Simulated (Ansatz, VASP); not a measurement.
**One calculation of C, two programs**

The input INCAR:

```
SYSTEM = C
  ALGO = Normal
  EDIFF = 1E-6
  ENCUT = 520
  GGA = PE
  ISIF = 2
  ISMEAR = -1
  LASPH = .TRUE.
  LCHARG = .FALSE.
  LREAL = .FALSE.
  LWAVE = .FALSE.
  NBANDS = 11
  NELM = 60
  PREC = Accurate
  SIGMA = 0.02
```

File KPOINTS:

```
k-points
0
G
  12 12 12
  0 0 0
```

POSCAR

```
C
1.0
    0.0000000000      1.7445216597      1.7445216597
    1.7445216597      0.0000000000      1.7445216597
    1.7445216597      1.7445216597      0.0000000000
C
2
Direct
    0.0000000000      0.0000000000      0.0000000000
    0.2500000000      0.2500000000      0.2500000000
```

Input for Ansatz:

```yaml
crystal:
  lattice:
    - [0.0, 1.7445216597, 1.7445216597]
    - [1.7445216597, 0.0, 1.7445216597]
    - [1.7445216597, 1.7445216597, 0.0]
  atoms:
    - { symbol: C, position: [0.0, 0.0, 0.0] }
    - { symbol: C, position: [0.25, 0.25, 0.25] }
kpoints:
  mp_grid: { grid: [12, 12, 12] }
  band_path:
    path:
      - [0.0, 0.0, 0.0]
      - [0.5, 0.0, 0.5]
      - [0.625, 0.25, 0.625]
      - [0.375, 0.375, 0.75]
      - [0.5, 0.5, 0.5]
      - [0.5, 0.25, 0.75]
      - [0.0, 0.365885, 0.365885]
    npoints: 1
hamiltonian:
  xc: pbe
scf:
  occupations: { method: fermi_dirac, width: 0.02 }
  n_extra_bands: 4
output:
  forces: true
  stress: true
  eigenvalues: true
  write_density: true
  write_potential: true
  elf: true
  volumetric_format: npy
```

Change from the starting cell: hydrostatic strain -2.0%.

Alike in both runs: task single point; functional PBE; k mesh 12 × 12 × 12; occupations fermi-dirac, width 0.02 eV; no spin polarisation.

```csv
,VASP,Ansatz
version,VASP 6.6.1,Ansatz 0.2.0
potentials or method,"VASP PAW PBE potentials, release 64 (C)","plane waves, PAW"
plane-wave cutoff (eV),520,420
valence electrons in the cell,8,8
```

```csv
,VASP,Ansatz,Ansatz less VASP
gap on the k mesh at the Fermi level (eV),4.31,4.31,+0.008
pressure (GPa),35.5,34.5,-0.97
```

Both programs put the cell under a high pressure, so it lies far from rest at this level.
